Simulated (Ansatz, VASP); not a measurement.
# One calculation of C, two programs

```xyz
2
Lattice="0.0000 1.9335 1.8276 1.5362 0.0000 1.8276 1.5362 1.9335 0.0000" Properties=species:S:1:pos:R:3 pbc="T T T"
C     1.5362    1.9335    1.8276
C     2.3043    2.9003    2.7414
```

Change from the starting cell: strain +e along x and -e along y -0.1125, strain +e along z and -e/2 along x and y +0.0350.

Alike in both runs: task single point; functional LDA; k mesh 12 × 12 × 12; occupations gaussian, width 0.05 eV; no spin polarisation.

```csv
,VASP,Ansatz
version,VASP 6.6.1,Ansatz 0.2.0
potentials or method,"VASP PAW LDA potentials, release 64 (C_h), cutoff 1300 eV","scalar-relativistic, plane waves, PAW"
valence electrons in the cell,8,8
```

```csv
,VASP,Ansatz,Ansatz less VASP
gap on the k mesh at the Fermi level (eV),none,none,-
pressure (GPa),8.1,7.1,-1.03
"traceless stress, the component that is largest in VASP (GPa)",103.79,103.94,+0.141
```

Ansatz warns that its potentials were made for another functional, while VASP's fit it. LDA's correlation is that of Perdew and Zunger in VASP and of Perdew and Wang (1992) in Ansatz. A gap of «none» marks a metal or a gap that the smearing closes.
